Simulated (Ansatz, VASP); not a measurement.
Ir: VASP beside Ansatz

Contents of INCAR:

```
SYSTEM = Ir
ALGO = Normal
EDIFF = 1E-6
ENCUT = 520
GGA = PE
ISIF = 2
ISMEAR = 0
LASPH = .True.
LCHARG = .False.
LREAL = .False.
LWAVE = .False.
NBANDS = 10
NELM = 60
PREC = Accurate
SIGMA = 0.15
```

KPOINTS

```
k-points
0
Gamma
  22 22 22
  0 0 0
```

Contents of POSCAR:

```
Ir
1.0
    0.0000000000      1.8717075000      1.9197000000
    1.8717075000      0.0000000000      1.9197000000
    1.8717075000      1.8717075000      0.0000000000
Ir
1
Direct
    0.0000000000      0.0000000000      0.0000000000
```

Input for Ansatz:

```yaml
crystal:
  lattice:
    - [0.0, 1.8717075, 1.9197]
    - [1.8717075, 0.0, 1.9197]
    - [1.8717075, 1.8717075, 0.0]
  atoms:
    - { symbol: Ir, position: [0.0, 0.0, 0.0] }
basis:
  ecutwfc: 420
kpoints:
  mp_grid: { grid: [22, 22, 22] }
hamiltonian:
  xc: pbe
scf:
  occupations: { method: gaussian, width: 0.15 }
output:
  forces: true
  stress: true
  eigenvalues: true
```

Change from the starting cell: strain -0.025 along x and y, +0.000 along z, atoms carried along.

Alike in both runs: task single point; functional PBE; k mesh 22 × 22 × 22; occupations gaussian, width 0.15 eV; no spin polarisation.

|  | VASP | Ansatz |
| --- | --- | --- |
| version | VASP 6.6.1 | Ansatz 0.2.0 |
| potentials or method | VASP PAW PBE potentials, release 64 (Ir), cutoff 520 eV | scalar-relativistic, plane waves, PAW |
| valence electrons in the cell | 9 | 17 |

Ansatz gave:

```
gap on the k mesh at the Fermi level (eV)                     : none
pressure (GPa)                                                : 31.8
traceless stress, the component that is largest in VASP (GPa) : -7.43
```

Estimate VASP's values.

gap on the k mesh at the Fermi level (eV): none; pressure (GPa): 32.8; traceless stress, the component that is largest in VASP (GPa): -7.40.

A gap of «none» marks a metal or a gap that the smearing closes. Both programs put the cell under a high pressure, so it lies far from rest at this level. VASP's potentials hold 9 valence electrons a cell and Ansatz's 17, so a difference there can come from the potentials and not from the codes.

Neither program's run includes spin-orbit coupling.
